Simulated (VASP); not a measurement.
Lu:

```xyz
3
Lattice="5.5034 0.0000 0.0000 -2.7517 4.7661 0.0000 0.0000 0.0000 3.3736" Properties=species:S:1:pos:R:3 pbc="T T T"
Lu    0.0000    0.0000    0.0000
Lu    0.0000    3.1774    1.6868
Lu    2.7517    1.5887    1.6868
```

This isn't the form of Lu at room conditions, which is hcp.

- Program: VASP 6.6.1
- Task: relaxation of cell and atoms
- Functional: PBEsol
- Potentials or basis: VASP PAW PBE potentials, release 64 (Lu)
- Cutoff: 600 eV
- k mesh: 7 × 7 × 9
- Occupations: fermi-dirac, width 0.1 eV
- Spin: no spin polarisation

At the start: pressure -3.0 GPa; volume 29.50 Å³/atom.

Problem. How do energy, volume and symmetry change on relaxing?

Solution. Over 6 steps the energy falls by 22.5 meV/atom and the volume is 27.52 Å³/atom (-6.7 %); space group P6/mmm (No. 191, to 0.1 Å) before and after.

The path:
```tsv
step	energy change (eV)	largest force (eV/Å)	pressure (GPa)	volume (Å³)
1	0.0000	0.0000	-2.98	88.49
2	-0.0656	0.0000	0.47	81.64
3	-0.0664	0.0000	0.12	82.26
4	-0.0663	0.0000	0.04	82.38
5	-0.0674	0.0000	-0.03	82.50
6	-0.0676	0.0000	-0.05	82.57
```

Final structure:
```xyz
3
Lattice="5.3348 0.0000 0.0000 -2.6674 4.6201 0.0000 0.0000 0.0000 3.3500" Properties=species:S:1:pos:R:3 pbc="T T T"
Lu    0.0000    0.0000    0.0000
Lu    0.0000    3.0800    1.6750
Lu    2.6674    1.5400    1.6750
```

Caveat: the PAW data sets were made with another functional, which shifts forces and pressure a little.
